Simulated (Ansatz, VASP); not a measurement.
InSb: VASP beside Ansatz

```
In Sb
1.0
     0.00000    3.17298    3.17298
     3.17298    0.00000    3.17298
     3.17298    3.17298    0.00000
In Sb
1 1
Direct
  0.00000 0.00000 0.00000
  0.75000 0.75000 0.75000
```

Change from the starting cell: volume scaled by 0.94.

Alike in both runs: task single point; functional PBE; k mesh 10 × 10 × 10; occupations fermi-dirac, width 0.03 eV; no spin polarisation.

```csv
,VASP,Ansatz
version,VASP 6.6.1,Ansatz 0.2.0
potentials or method,"VASP PAW PBE potentials, release 64 (In_d, Sb), cutoff 520 eV","all-electron LAPW, scalar-relativistic"
```

```csv
,VASP,Ansatz,Ansatz less VASP
pressure (GPa),6.7,6.8,+0.04
```

Ansatz ran all-electron here, and VASP with PAW potentials.

Spin-orbit coupling is off throughout.
